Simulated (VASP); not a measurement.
A run of VASP 6.6.1:

File INCAR:

```
ALGO = Fast ; EDIFF = 1E-6
ENCUT = 520 ; GGA = PE
ISIF = 2 ; ISMEAR = 0
ISPIN = 2 ; LASPH = True
LCHARG = True ; LELF = True
LMAXMIX = 4 ; LORBIT = 11
LREAL = False ; LVHAR = True
LWAVE = False ; MAGMOM = 0 0.25 0.25 0.25
NBANDS = 28 ; NELM = 150
NUPDOWN = 0.75 ; PREC = Accurate
SIGMA = 0.15
```

Contents of KPOINTS:

```
k-points
0
Gamma
  14 14 14
```

Contents of POSCAR:

```
AlNi3
1.0
    0.0000000000      2.7779734381      2.7779734381
    2.7779734381      0.0000000000      2.7779734381
    2.7779734381      2.7779734381      0.0000000000
Al Ni
1 3
Direct
    0.5000000000      0.5000000000      0.5000000000
    0.2500000000      0.2500000000      0.2500000000
    0.0000000000      0.0000000000      0.0000000000
    0.7500000000      0.7500000000      0.7500000000
```

Potentials or basis: VASP PAW PBE potentials, release 64 (Al, Ni).

Run with:

```console
$ cat potpaw_PBE.64/Al/POTCAR potpaw_PBE.64/Ni/POTCAR > POTCAR
$ mpirun -np 1 vasp_std > vasp.out
```

Hardware: 1 thread of Oxide Virtual Turin-like Processor (shared host).

Problem. How long does it take, and how much memory?

Solution. Run time: 5.3 min on 1 thread of Oxide Virtual Turin-like Processor (shared host), peak memory 0.28 GiB. Counts: scf iterations 15, k points 104.
